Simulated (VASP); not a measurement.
A run of VASP 6.6.1 is set up as follows.

File INCAR:

```
SYSTEM = ZrC
PREC = Accurate
ENCUT = 520
EDIFF = 1E-8
ISMEAR = -1
SIGMA = 0.05
LREAL = .False.
LASPH = .True.
NELM = 120
ALGO = Normal
ISIF = 2
LWAVE = .False.
LCHARG = .False.
GGA = PE
LEFG = .True.
NBANDS = 15
GGA_COMPAT = .False.
```

KPOINTS

```
regular mesh
0
Gamma
  9 9 9
  0 0 0
```

Contents of POSCAR:

```
ZrC
1.0
    0.0000000000      2.5455200000      2.5455200000
    2.5455200000      0.0000000000      2.5455200000
    2.5455200000      2.5455200000      0.0000000000
Zr C
1 1
Direct
    0.5000000000      0.5000000000      0.5000000000
    0.7500000000      0.7500000000      0.7500000000
```

Potentials or basis: VASP PAW PBE potentials, release 64 (Zr_sv, C).

The run is started by

```sh
$ cat potpaw_PBE.64/Zr_sv/POTCAR potpaw_PBE.64/C/POTCAR > POTCAR
$ mpirun -np 1 vasp_std > vasp.out
```

(1) Predict the band gap on the k mesh.

(2) Predict the pressure.

Results:

(1) 0.55 eV.

(2) 0.1 GPa.

Caveat: an odd mesh through Γ misses points on the zone boundary, where band edges can lie.
